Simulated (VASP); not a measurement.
Wanted: the native input for a VASP 6.6.1 run.

```yaml
Task: single point
Functional: PBEsol
Potentials_or_basis: VASP PAW PBE potentials, release 64 (Pb_d)
Cutoff: 520 eV
k_mesh: 9 × 9 × 5
Occupations: fermi-dirac, width 0.05 eV
Spin: no spin polarisation
Dipole_correction: no
Further_INCAR_settings: ALGO = Fast; EDIFF = 1e-06; NBANDS = 21
```

The structure of Pb lies in POSCAR:

```
Pb
1.0
    2.9778346772     -1.7153135608      0.0000000000
    2.9778346772      1.7153135608      0.0000000000
   -2.0731533848      0.0000000000      6.0952248674
Pb
2
Direct
    0.9085084100      0.9085084100      0.7262922000
    0.0914915900      0.0914915900      0.2737078000
```

The input as run:

INCAR

```
SYSTEM = Pb
PREC     = Accurate       ! precision mode
ENCUT    = 520            ! plane-wave cutoff, eV
EDIFF    = 1E-6           ! SCF threshold, eV
ISMEAR   = -1             ! smearing method
SIGMA    = 0.05           ! smearing width, eV
LREAL    = .FALSE.        ! projectors in reciprocal space
LASPH    = .TRUE.         ! aspherical terms in the spheres
NELM     = 80             ! most SCF steps
ALGO     = Fast           ! electronic algorithm
ISIF     = 2              ! what is computed and relaxed
LWAVE    = .FALSE.        ! write WAVECAR
LCHARG   = .FALSE.        ! write CHGCAR
GGA      = PS             ! functional
NBANDS   = 21             ! bands
```

KPOINTS

```
regular mesh
0
G
  9 9 5
  0 0 0
```

Potentials or basis: VASP PAW PBE potentials, release 64 (Pb_d).

Launch:

```sh
$ cat potpaw_PBE.64/Pb_d/POTCAR > POTCAR
$ mpirun -np 1 vasp_std > vasp.out
```

It gave:

- Pressure: -0.2 GPa
- Largest force: 0.042 eV/Å
- Band gap on the k mesh: zero (band 14 reaches 12.84 eV, above the bottom of band 15 at 5.29 eV)

Caveat: the PAW data sets were made with another functional, which shifts forces and pressure a little; spin-orbit coupling is left out, which moves the levels of the heavy elements.

It took 2.4 min on 1 thread of Intel(R) Xeon(R) 6975P-C (Granite Rapids), on a shared host, peak memory 0.26 GiB.
